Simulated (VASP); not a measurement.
# ScAl3N4: relaxation of cell and atoms with PBE

The system is ScAl3N4.

```
Sc Al N
1.0
     0.06973   -0.01622   -5.03675
    -0.03571   -5.68344   -0.01796
    -6.43864   -0.04127    0.08926
Sc Al N
2 6 8
Cartesian
  -6.3604 -1.0136 -0.0372
  -3.2040 -4.7407 -2.5732
  -6.4468 -4.7052 -2.4051
  -3.1892 -1.0474 -4.9447
  -4.7745 -3.8067 -5.0408
  -1.6442 -1.9304 -2.4578
  -4.7995 -1.9821 -2.3765
  -1.5681 -3.8103 -4.9739
  -0.0054 -4.5906 -0.6205
  -6.4565 -0.9150 -2.7819
  -4.9308 -3.8011 -2.9989
  -1.4905 -3.7284 -3.0979
  -3.1641 -1.1365 -3.0813
  -3.2802 -4.8381 -0.3645
  -1.6993 -1.9195 -0.6244
  -4.6709 -2.0009 -0.6009
```

```json
{"Program": "VASP 6.6.1", "Task": "relaxation of cell and atoms", "Functional": "PBE", "Potentials or basis": "VASP PAW PBE potentials, release 64 (Sc_sv, Al, N)", "Cutoff": "600 eV", "k mesh": "4 × 4 × 2", "Occupations": "gaussian, width 0.1 eV", "Spin": "no spin polarisation", "Dipole correction": "no", "Further INCAR settings": "LREAL = Auto; ALGO = Normal; EDIFF = 1e-06; IBRION = 2; EDIFFG = -0.025; NSW = 80; ISIF = 3"}
```

| Item | Value |
| --- | --- |
| Relaxed volume | 11.51 Å³/atom |
| Relaxed cell | a = 5.065 Å, b = 5.606 Å, c = 6.484 Å, α = 90.01°, β = 90.00°, γ = 90.00° |
| Space group after relaxing (to 0.1 Å) | Pmn2_1 (No. 31) |
| Energy gained by relaxing | 43.4 meV/atom |
| Ionic steps | 14 |
| Pressure after relaxing | 0.0 GPa |
| Largest force after relaxing | 0.019 eV/Å |
| Band gap on the k mesh | 3.67 eV |

Forces in eV/Å, atoms in the order of the input:
```
Sc   0.000 -0.001  0.002
Sc   0.002 -0.002  0.001
Al   0.011  0.001 -0.006
Al  -0.012  0.002  0.000
Al  -0.003 -0.008  0.000
Al  -0.005  0.005 -0.004
Al   0.006  0.000 -0.005
Al  -0.003  0.000  0.001
N   -0.008  0.004  0.002
N   -0.004 -0.003  0.000
N    0.011 -0.012  0.009
N    0.013 -0.004 -0.002
N   -0.002 -0.001 -0.002
N   -0.006  0.007 -0.004
N    0.000  0.002  0.000
N    0.003  0.010  0.009
```

The path:
| step | energy change (eV) | largest force (eV/Å) | pressure (GPa) | volume (Å³) |
| --- | --- | --- | --- | --- |
| 1 | 0.0000 | 2.3652 | 1.11 | 184.27 |
| 2 | -0.4601 | 1.3303 | -1.92 | 186.34 |
| 3 | -0.5617 | 0.8102 | -1.49 | 185.70 |
| 4 | -0.6615 | 0.3224 | 0.73 | 183.23 |
| 5 | -0.6615 | 0.3236 | 0.65 | 183.31 |
| 6 | -0.6828 | 0.1841 | -0.10 | 184.12 |
| 7 | -0.6837 | 0.1771 | -0.29 | 184.34 |
| 8 | -0.6908 | 0.1116 | 0.02 | 184.06 |
| 9 | -0.6909 | 0.1230 | 0.09 | 184.00 |
| 10 | -0.6934 | 0.0525 | 0.03 | 184.07 |
| 11 | -0.6935 | 0.0619 | 0.02 | 184.08 |
| 12 | -0.6942 | 0.0371 | -0.02 | 184.14 |
| 13 | -0.6943 | 0.0395 | -0.04 | 184.17 |
| 14 | -0.6945 | 0.0185 | 0.02 | 184.11 |

Final structure:
```xyz
16
Lattice="0.0003 -0.0001 -5.0654 0.0006 -5.6060 -0.0001 -6.4835 0.0009 0.0001" Properties=species:S:1:pos:R:3 pbc="T T T"
Sc   -6.4818   -0.9153   -0.0468
Sc   -3.2435   -4.6892   -2.5798
Al   -0.0014   -4.6026   -2.5074
Al   -3.2394   -1.0033   -5.0401
Al   -4.8594   -3.7114   -5.0428
Al   -1.6179   -1.8934   -2.5093
Al   -4.8645   -1.8926   -2.5098
Al   -1.6217   -3.7129   -5.0423
N    -6.4825   -4.5041   -0.6025
N    -6.4828   -0.8875   -2.9407
N    -4.9699   -3.6746   -3.1424
N    -1.5171   -3.6764   -3.1408
N    -3.2408   -1.1008   -3.1349
N    -3.2408   -4.7173   -0.4078
N    -1.7245   -1.9297   -0.6081
N    -4.7558   -1.9294   -0.6095
```

Levels at points of the mesh, in eV from the valence-band top:
| k point | band 36 | band 37 | band 38 | band 39 | band 40 | band 41 | band 42 | band 43 | band 44 | band 45 |
| --- | --- | --- | --- | --- | --- | --- | --- | --- | --- | --- |
| (0.00, 0.00, 0.00) | -0.56 | -0.50 | -0.47 | -0.27 | 0.00 | 3.67 | 4.12 | 4.12 | 4.13 | 4.72 |
| (0.50, 0.00, 0.00) | -0.60 | -0.44 | -0.44 | -0.40 | -0.40 | 4.26 | 4.26 | 4.76 | 4.76 | 4.89 |
| (0.00, 0.50, 0.00) | -0.40 | -0.29 | -0.27 | -0.22 | -0.07 | 3.99 | 4.30 | 4.34 | 4.46 | 4.60 |
| (0.50, 0.50, 0.00) | -0.79 | -0.54 | -0.54 | -0.32 | -0.32 | 4.57 | 4.57 | 4.78 | 4.78 | 4.88 |
| (0.00, 0.00, 0.50) | -0.64 | -0.44 | -0.44 | -0.07 | -0.07 | 3.92 | 3.92 | 4.82 | 4.82 | 5.08 |
| (0.50, 0.00, 0.50) | -0.63 | -0.49 | -0.49 | -0.18 | -0.18 | 4.63 | 4.63 | 4.87 | 4.87 | 5.04 |
| (0.00, 0.50, 0.50) | -0.57 | -0.25 | -0.25 | -0.11 | -0.11 | 4.30 | 4.31 | 4.69 | 4.69 | 4.86 |
| (0.50, 0.50, 0.50) | -0.75 | -0.36 | -0.35 | -0.22 | -0.22 | 4.59 | 4.59 | 4.78 | 4.79 | 5.00 |

Wall time 42 min on 1 thread of Intel(R) Xeon(R) Platinum 8259CL CPU @ 2.50GHz (Skylake/Cascade Lake), with other jobs on the host, peak memory 0.41 GiB.

Caveat: the k points lie up to 0.48 Å⁻¹ apart in the final cell. A k mesh can miss the band edges.
